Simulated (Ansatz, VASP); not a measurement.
# One calculation of Rb, two programs

```
Rb
1.0
     0.00000    3.91288    3.63988
     3.91288    0.00000    3.63988
     3.91288    3.91288    0.00000
Rb
1
Direct
  0.00000 0.00000 0.00000
```

Change from the starting cell: strain +0.0750 x Voigt [1, 1, 0, 0, 0, 0], atoms carried along.

Alike in both runs: task single point; functional PBE; dispersion D3(BJ); k mesh 12 × 12 × 12; occupations gaussian, width 0.15 eV; no spin polarisation.

|  | VASP | Ansatz |
| --- | --- | --- |
| version | VASP 6.6.1 | Ansatz 0.2.0 |
| potentials or method | VASP PAW PBE potentials, release 64 (Rb_sv), cutoff 520 eV | scalar-relativistic, plane waves, PAW |
| valence electrons in the cell | 9 | 9 |

```tsv
	VASP	Ansatz	Ansatz less VASP
gap on the k mesh at the Fermi level (eV)	none	none	-
pressure (GPa)	-0.5	-0.5	0.00
```

A gap of «none» marks a metal or a gap that the smearing closes.
